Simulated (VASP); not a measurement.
# TiC (Fm-3m) in VASP: notebook

TiC is run at these levels: PBEsol, PBE; tasks: single point.

Everything below comes from runs of VASP 6.6.1. Logs are shortened: lines on timing, memory, paths and dates and some standing lists are left out, and cuts for length are marked.

### 1 The cell of the first run

It takes space group Fm-3m (No. 225, cubic). Conventional cell: a = 4.294 Å, b = 4.294 Å, c = 4.294 Å, α = 90.00°, β = 90.00°, γ = 90.00°. Within 2.8 Å of Ti (site symmetry m-3m) lie 6 C at 2.15 Å. C (site symmetry m-3m) has 6 Ti at 2.15 Å within 2.8 Å.

### 2 Single point, PBEsol

The input, INCAR:

```
SYSTEM = TiC
  PREC = Accurate
  ENCUT = 520
  EDIFF = 1E-7
  ISMEAR = -1
  SIGMA = 0.05
  LREAL = .False.
  LASPH = .True.
  NELM = 60
  ALGO = Normal
  ISIF = 2
  LWAVE = .False.
  LCHARG = .False.
  GGA = PS
  NBANDS = 15
```

The input, KPOINTS:

```
Automatic mesh
0
Gamma
  11 11 11
  0 0 0
```

The input, POSCAR:

```
TiC
1.0
    0.0000000000      2.1467797824      2.1467797824
    2.1467797824      0.0000000000      2.1467797824
    2.1467797824      2.1467797824      0.0000000000
Ti C
1 1
Direct
    0.0000000000      0.0000000000      0.0000000000
    0.5000000000      0.5000000000      0.5000000000
```

Potentials or basis: VASP PAW PBE potentials, release 64 (Ti_sv, C).

Run with:

```console
$ cat potpaw_PBE.64/Ti_sv/POTCAR potpaw_PBE.64/C/POTCAR > POTCAR
$ mpirun -np 1 vasp_std > vasp.out
```

OUTCAR:

```text
SYSTEM = TiC
   PREC = Accurate
   ENCUT = 520
   EDIFF = 1E-7
   ISMEAR = -1
   LREAL = .False.
   LASPH = .True.
   NELM = 60
   ISIF = 2
   GGA = PS

 ion  position               nearest neighbor table
   1  0.000  0.000  0.000-   2 2.15   2 2.15   2 2.15   2 2.15   2 2.15   2 2.15
   2  0.500  0.500  0.500-   1 2.15   1 2.15   1 2.15   1 2.15   1 2.15   1 2.15

  LATTYP: Found a face centered cubic cell.
 ALAT       =     4.2935595648

  Lattice vectors:

 A1 = (   0.0000000000,   2.1467797824,   2.1467797824)
 A2 = (   2.1467797824,   0.0000000000,   2.1467797824)
 A3 = (   2.1467797824,   2.1467797824,   0.0000000000)

Analysis of symmetry for initial positions (statically):
=====================================================================
 Subroutine PRICEL returns:
 Original cell was already a primitive cell.

 Routine SETGRP: Setting up the symmetry group for a
 face centered cubic supercell.

 Subroutine GETGRP returns: Found 48 space group operations
 (whereof 48 operations were pure point group operations)
 out of a pool of 48 trial point group operations.

The static configuration has the point symmetry O_h .

Analysis of symmetry for dynamics (positions and initial velocities):
=====================================================================
 Subroutine PRICEL returns:
 Original cell was already a primitive cell.

 Routine SETGRP: Setting up the symmetry group for a
 face centered cubic supercell.

 Subroutine GETGRP returns: Found 48 space group operations
 (whereof 48 operations were pure point group operations)
 out of a pool of 48 trial point group operations.

The dynamic configuration has the point symmetry O_h .

 Subroutine INISYM returns: Found 48 space group operations
 (whereof 48 operations are pure point group operations),
 and found     1 'primitive' translations

----------------------------------------------------------------------------------------

                                     Primitive cell

  volume of cell :      19.7876

  direct lattice vectors                    reciprocal lattice vectors
     0.000000000  2.146779782  2.146779782    -0.232906982  0.232906982  0.232906982
     2.146779782  0.000000000  2.146779782     0.232906982 -0.232906982  0.232906982
     2.146779782  2.146779782  0.000000000     0.232906982  0.232906982 -0.232906982

  length of vectors
     3.036005084  3.036005084  3.036005084     0.403406726  0.403406726  0.403406726

  position of ions in fractional coordinates (direct lattice)
     0.000000000  0.000000000  0.000000000
     0.500000000  0.500000000  0.500000000

  ion indices of the primitive-cell ions
   primitive index   ion index
                 1           1
                 2           2

----------------------------------------------------------------------------------------

 KPOINTS: Automatic mesh

Automatic generation of k-mesh.
 Grid dimensions read from file:
 generate k-points for:   11   11   11

 Generating k-lattice:

  Cartesian coordinates                     Fractional coordinates (reciprocal lattice)
    -0.021173362  0.021173362  0.021173362     0.090909091  0.000000000  0.000000000
     0.021173362 -0.021173362  0.021173362     0.000000000  0.090909091  0.000000000
     0.021173362  0.021173362 -0.021173362     0.000000000  0.000000000  0.090909091

  Length of vectors
     0.036673339  0.036673339  0.036673339

  Shift w.r.t. Gamma in fractional coordinates (k-lattice)
     0.000000000  0.000000000  0.000000000

 Subroutine IBZKPT returns following result:
 ===========================================

 Found     56 irreducible k-points:

 Following reciprocal coordinates:
            Coordinates               Weight
  0.000000  0.000000  0.000000      1.000000
  0.090909  0.000000  0.000000      8.000000
  0.181818  0.000000  0.000000      8.000000
  0.272727  0.000000  0.000000      8.000000
  0.363636  0.000000  0.000000      8.000000
  0.454545  0.000000  0.000000      8.000000
[... 16 lines left out ...]
 -0.272727  0.181818  0.000000     24.000000
 -0.181818  0.181818  0.000000     12.000000
 [... further k-points ...]
   k-points           NKPTS =     56   k-points in BZ     NKDIM =     56   number of bands    NBANDS=     15
   number of dos      NEDOS =    301   number of ions     NIONS =      2
   total plane-waves  NPLWV =  13824
   dimension x,y,z NGX =    24 NGY =   24 NGZ =   24
   dimension x,y,z NGXF=    48 NGYF=   48 NGZF=   48
   ions per type =               1   1
   NGX,Y,Z   is equivalent  to a cutoff of  13.14, 13.14, 13.14 a.u.
   NGXF,Y,Z  is equivalent  to a cutoff of  26.28, 26.28, 26.28 a.u.
 SYSTEM =  TiC
   PREC   = accura    normal or accurate (medium, high low for compatibility)
   ISTART =      0    job   : 0-new  1-cont  2-samecut
   ICHARG =      2    charge: 1-file 2-atom 10-const
   ISPIN  =      1    spin polarized calculation?
   LNONCOLLINEAR =      F non collinear calculations
   LSORBIT =      F    spin-orbit coupling
   LASPH  =      T    aspherical Exc in radial PAW
   ENCUT  =  520.0 eV  38.22 Ry    6.18 a.u.   5.64  5.64  5.64*2*pi/ulx,y,z
   NELM   =     60;   NELMIN=  2; NELMDL= -5     # of ELM steps
   EDIFF  = 0.1E-06   stopping-criterion for ELM
   LREAL  =      F    real-space projection
   EDIFFG = 0.1E-05   stopping-criterion for IOM
   NSW    =      0    number of steps for IOM
   IBRION =     -1    ionic relax: 0-MD 1-quasi-New 2-CG
   NFREE  =      0    steps in history (QN), initial steepest desc. (CG)
   ISIF   =      2    stress and relaxation
   ISYM   =      2    0-nonsym 1-usesym 2-fastsym
   POTIM  = 0.5000    time-step for ionic-motion
   TEBEG  =    0.0;   TEEND  =   0.0 temperature during run
   PSTRESS=    0.0 pullay stress
   NELECT =      16.0000    total number of electrons
   NUPDOWN=      -1.0000    fix difference up-down
   EMIN   =  10.00;   EMAX   =-10.00  energy-range for DOS
   EFERMI =   0.00;   METHOD = LEGACY
   ISMEAR =    -1;   SIGMA  =   0.05  broadening in eV -4-tet -1-fermi 0-gaus
   EFERMI_NEDOS =   21; number of points for ismear=-14 and -15
   IALGO  =     38    algorithm
   IMIX   =      4    mixing-type and parameters
     AMIX     =   0.40;   BMIX     =  1.00
     AMIX_MAG =   1.60;   BMIX_MAG =  1.00
  volume/ion in A,a.u.               =       9.89        66.77
  Fermi-wavevector in a.u.,A,eV,Ry     =   1.525167  2.882147 31.648969  2.326134
  Thomas-Fermi vector in A             =   2.633374
   LORBIT       =      0    0 simple, 1 ext, 2 COOP (PROOUT), +10 PAW based schemes
   GGA     = PS    functional components
   LHFCALC =     F    Hartree Fock is set to
   AEXX    =    0.0000 exact exchange contribution
   IVDW    =     0    specifies the selected vdW correction
   LEPSILON=     F    determine dielectric tensor
   LRPA    =     F    only Hartree local field effects (RPA)
 non-spin polarized calculation
  energy-cutoff  :      520.00
  volume of cell :       19.79
 maximum number of plane-waves:       542
   NGX = 11   NGY = 11   NGZ = 11

 number of electron      16.0000003 magnetization

 Free energy of the ion-electron system (eV)
  ---------------------------------------------------
  ext. energy  EPLUGINS =         0.00000000
  ---------------------------------------------------
  free energy    TOTEN  =       -19.80315843 eV

  energy without entropy =      -19.80069054  energy(sigma->0) =      -19.80192448

 E-fermi :   9.6738     XC(G=0): -12.9975

 val. band max:        9.5738670210   @ k =   0.4545   0.4545   0.0000
 cond. band min:       9.7571784230   @ k =   0.3636   0.2727   0.0000
 fundamental gap:      0.1833114020
 Fermi energy:         9.6738211030

 k-point     1 :       0.0000    0.0000    0.0000
  band No.  band energies     occupation
      1     -46.6423      2.00000
      2     -22.7542      2.00000
      3     -22.7542      2.00000
      4     -22.7542      2.00000
      5      -2.8760      2.00000
      6      10.2845      0.00001
      7      10.2845      0.00001
      8      10.2845      0.00001
      9      11.3526      0.00000
     10      11.3526      0.00000
     11      11.3526      0.00000
     12      11.3942      0.00000
     13      11.3942      0.00000
     14      20.4829      0.00000
     15      23.6455      0.00000

 k-point     2 :       0.0909    0.0000    0.0000
  band No.  band energies     occupation
      1     -46.6356      2.00000
      2     -22.8004      2.00000
      3     -22.7585      2.00000
      4     -22.7585      2.00000
      5      -2.6821      2.00000
      6       9.4638      1.97044
      7       9.7657      0.27458
      8       9.7657      0.27458
      9      10.6402      0.00000
     10      10.6402      0.00000
     11      11.7520      0.00000
     12      12.9094      0.00000
     13      12.9094      0.00000
     14      20.7981      0.00000
     15      23.7433      0.00000

 k-point     3 :       0.1818    0.0000    0.0000
  band No.  band energies     occupation
      1     -46.6177      2.00000
      2     -22.9227      2.00000
      3     -22.7699      2.00000
      4     -22.7699      2.00000
      5      -2.1263      2.00000
      6       8.0043      2.00000
      7       8.6043      2.00000
      8       8.6043      2.00000
      9      10.9935      0.00000
     10      10.9935      0.00000
     11      12.2025      0.00000
     12      14.5149      0.00000
     13      14.5149      0.00000
     14      21.2838      0.00000
     15      23.8248      0.00000
[... 343 lines left out ...]
 k-point    23 :      -0.2727    0.1818    0.0000
  band No.  band energies     occupation
      1     -46.5663      2.00000
      2     -23.1520      2.00000
      3     -22.9184      2.00000
      4     -22.7962      2.00000
      5      -0.3121      2.00000
      6       5.2895      2.00000
      7       7.0136      2.00000
      8       7.0535      2.00000
      9      11.6736      0.00000
     10      12.6925      0.00000
     11      13.5225      0.00000
     12      14.9553      0.00000
     13      17.8307      0.00000
     14      20.8581      0.00000
     15      23.4273      0.00000

 k-point    24 :      -0.1818    0.1818    0.0000
  band No.  band energies     occupation
      1     -46.5863      2.00000
      2     -23.0610      2.00000
      3     -22.8746      2.00000
      4     -22.7760      2.00000
      5      -1.0856      2.00000
      6       6.2972      2.00000
      7       7.3895      2.00000
      8       7.6036      2.00000
      9      11.1802      0.00000
     10      12.3645      0.00000
     11      13.3018      0.00000
     12      14.1632      0.00000
     13      17.1379      0.00000
     14      21.6554      0.00000
     15      23.2885      0.00000

 [... further k-points ...]

------------------------ aborting loop because EDIFF is reached ----------------------------------------

  FORCE on cell =-STRESS in cart. coord.  units (eV):
  Direction    XX          YY          ZZ          XY          YZ          ZX
  --------------------------------------------------------------------------------------
  -------------------------------------------------------------------------------------
  Total        0.0291871      0.0291871      0.0291871      0.0000000      0.0000000      0.0000000
  in kB        2.3632426      2.3632426      2.3632426      0.0000000      0.0000000      0.0000000
  external PRESSURE =       2.3632426 kB  Pullay stress =       0.0000000 kB

 VOLUME and BASIS-vectors are now :
 -----------------------------------------------------------------------------
  energy-cutoff  :      520.00
  volume of cell :       19.79
      direct lattice vectors                 reciprocal lattice vectors
     0.000000000  2.146779782  2.146779782    -0.232906982  0.232906982  0.232906982
     2.146779782  0.000000000  2.146779782     0.232906982 -0.232906982  0.232906982
     2.146779782  2.146779782  0.000000000     0.232906982  0.232906982 -0.232906982

 POSITION                                       TOTAL-FORCE (eV/Angst)
 -----------------------------------------------------------------------------------
      0.00000      0.00000      0.00000        -0.000000      0.000000     -0.000000
      2.14678      2.14678      2.14678         0.000000     -0.000000      0.000000
 -----------------------------------------------------------------------------------
    total drift:                                0.000000     -0.000000     -0.000000

  FREE ENERGIE OF THE ION-ELECTRON SYSTEM (eV)
  ---------------------------------------------------
  free  energy   TOTEN  =       -19.8031584333 eV

  energy  without entropy=      -19.8006905354  energy(sigma->0) =      -19.80192448
```

Run time: 32 s. Hardware: 1 thread of AMD EPYC 7R13, shared host; peak memory 0.12 GiB.

What came out:

```
Free energy            : -19.8032 eV
Pressure               : 0.2 GPa
Band gap on the k mesh : zero (bands 8 and 9 overlap by 1.09 eV)
```

Levels at points of the mesh, in eV from the Fermi level:
| k point | band 5 | band 6 | band 7 | band 8 | band 9 | band 10 | band 11 | band 12 |
| --- | --- | --- | --- | --- | --- | --- | --- | --- |
| (0.00, 0.00, 0.00) | -12.55 | 0.61 | 0.61 | 0.61 | 1.68 | 1.68 | 1.68 | 1.72 |

Caveat: the PAW data sets were made with another functional, which shifts forces and pressure a little.

### 3 Single point, PBE

This run uses another cell than the first one, of 10.16 Å³/atom.

The input, INCAR:

```
ALGO     = Normal         # electronic algorithm
EDIFF    = 1E-7           # SCF threshold, eV
ENCUT    = 520            # plane-wave cutoff, eV
GGA      = PE             # functional
ISIF     = 2              # what is computed and relaxed
ISMEAR   = 0              # smearing method
LASPH    = True           # aspherical terms in the spheres
LCHARG   = False          # write CHGCAR
LREAL    = False          # projectors in reciprocal space
LWAVE    = False          # write WAVECAR
NBANDS   = 15             # bands
NELM     = 80             # most SCF steps
PREC     = Accurate       # precision mode
SIGMA    = 0.011          # smearing width, eV
```

The input, KPOINTS:

```
k-points
0
Gamma
  11 11 11
```

The input, POSCAR:

```
TiC
1.0
    0.0000000000      2.1657188437      2.1657188437
    2.1657188437      0.0000000000      2.1657188437
    2.1657188437      2.1657188437      0.0000000000
Ti C
1 1
Direct
    0.0000000000      0.0000000000      0.0000000000
    0.5000000000      0.5000000000      0.5000000000
```

Potentials or basis: VASP PAW PBE potentials, release 64 (Ti_sv, C).

Run with:

```console
$ cat potpaw_PBE.64/Ti_sv/POTCAR potpaw_PBE.64/C/POTCAR > POTCAR
$ mpirun -np 1 vasp_std > vasp.out
```

Wall time 29 s (1 thread of AMD EPYC 7R13, shared host); peak memory 0.12 GiB.

It converged, with:

| Item | Value |
| --- | --- |
| Free energy | -18.7087 eV |
| Pressure | 0.5 GPa |
| Band gap on the k mesh | zero (bands 8 and 9 overlap by 1.10 eV) |

Levels at points of the mesh, in eV from the Fermi level:
```
           k point  band 5  band 6  band 7  band 8  band 9  band 10  band 11  band 12
(0.00, 0.00, 0.00)  -12.54    0.54    0.54    0.54    1.53     1.53     1.53     1.56
```

(Part 1 of 2 ends here.)
